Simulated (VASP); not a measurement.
The system is HfWS4.

```
Hf W S
1.0
     5.03518    0.00000    0.00000
    -2.51759    4.36059    0.00000
     0.00000    0.00000    7.16921
Hf W S
1 1 4
Direct
  0.00000 0.00000 0.50000
  0.00000 0.00000 0.00000
  0.00000 0.00000 0.74964
  0.00000 0.00000 0.25036
  0.33333 0.66667 0.00000
  0.66667 0.33333 0.00000
```

The cell was generated, and may not be a known phase.

- Program: VASP 6.6.1
- Task: relaxation of cell and atoms
- Functional: PBE
- Potentials or basis: VASP PAW PBE potentials, release 64 (Hf_pv, W_sv, S)
- Cutoff: 600 eV
- k mesh: 6 × 6 × 4
- Occupations: gaussian, width 0.1 eV
- Spin: no spin polarisation

At the start: pressure 44.7 GPa; volume 26.23 Å³/atom.

Q: How do energy, volume and symmetry change on relaxing?

A: Over 16 steps the energy falls by 3556.1 meV/atom and the volume is 25.57 Å³/atom (-2.6 %); space group P6/mmm (No. 191, to 0.1 Å) before and after.

The path:
| step | energy change (eV) | largest force (eV/Å) | pressure (GPa) | volume (Å³) |
| --- | --- | --- | --- | --- |
| 1 | 0.0000 | 0.2142 | 44.75 | 157.41 |
| 2 | -6.0619 | 0.5922 | -11.74 | 296.52 |
| 3 | -9.1150 | 0.7482 | -11.49 | 274.61 |
| 4 | -11.2668 | 0.8134 | -12.57 | 258.67 |
| 5 | -18.3237 | 0.3378 | -12.86 | 211.31 |
| 6 | -18.0186 | 0.8193 | 1.77 | 185.19 |
| 7 | -19.1219 | 0.0472 | -9.98 | 201.64 |
| 8 | -19.2078 | 0.1766 | -7.41 | 196.45 |
| 9 | -19.2156 | 0.1329 | -7.94 | 197.39 |
| 10 | -21.1825 | 0.4817 | -3.24 | 162.56 |
| 11 | -21.3179 | 0.6196 | -0.42 | 154.46 |
| 12 | -21.3192 | 0.6366 | -0.04 | 153.55 |
| 13 | -21.3362 | 0.0063 | 0.33 | 152.94 |
| 14 | -21.3362 | 0.0195 | 0.31 | 152.96 |
| 15 | -21.3360 | 0.0039 | -0.30 | 153.89 |
| 16 | -21.3368 | 0.0079 | 0.02 | 153.39 |

Final structure:
```xyz
6
Lattice="4.3365 0.0000 0.0000 -2.1682 3.7555 0.0000 0.0000 0.0000 9.4189" Properties=species:S:1:pos:R:3 pbc="T T T"
Hf    0.0000    0.0000    4.7095
W     0.0000    0.0000    0.0000
S     4.3365    0.0000    7.0318
S     0.0000    0.0000    2.3871
S     0.0000    2.5037    9.4189
S     2.1682    1.2518    0.0000
```

Caveat: a cell axis changed by over 15 % at a fixed basis, so the end point is rough.
